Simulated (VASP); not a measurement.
AgAu:

```
Au Ag
1.0
     4.08000    0.00000    0.00000
     0.00000    4.08000    0.00000
     0.00000    0.00000    4.08000
Au Ag
2 2
Direct
  0.00000 0.00000 0.00000
  0.00000 0.50000 0.50000
  0.50000 0.00000 0.50000
  0.50000 0.50000 0.00000
```

```yaml
Program: VASP 6.6.1
Task: relaxation of cell and atoms
Functional: LDA
Potentials_or_basis: VASP PAW LDA potentials, release 64 (Au, Ag)
Cutoff: 600 eV
k_mesh: 6 × 6 × 6
Occupations: methfessel-paxton, width 0.1 eV
Spin: no spin polarisation
```

At the start: pressure -6.1 GPa; volume 16.98 Å³/atom.

**Question.** Where does the relaxation end?

**Answer.** Over 3 steps the energy falls by 13.9 meV/atom and the volume is 16.30 Å³/atom (-4.0 %); space group P4/mmm (No. 123, to 0.05 Å).

The path:
```
step  energy change (eV)  largest force (eV/Å)  pressure (GPa)  volume (Å³)
   1              0.0000                0.0000           -6.12        67.92
   2              0.0491                0.0000           10.46        61.74
   3             -0.0557                0.0000           -0.07        65.18
```

Final structure:
```cif
data_structure
_symmetry_space_group_name_H-M 'P 1'
_symmetry_Int_Tables_number 1
_cell_length_a 4.0269
_cell_length_b 4.0232
_cell_length_c 4.0232
_cell_angle_alpha 90.000
_cell_angle_beta 90.000
_cell_angle_gamma 90.000
_cell_volume 65.18
loop_
_atom_site_label
_atom_site_type_symbol
_atom_site_fract_x
_atom_site_fract_y
_atom_site_fract_z
_atom_site_occupancy
Au1 Au 0.00000 0.00000 0.00000 1
Au2 Au 0.00000 0.50000 0.50000 1
Ag1 Ag 0.50000 0.00000 0.50000 1
Ag2 Ag 0.50000 0.50000 0.00000 1
```
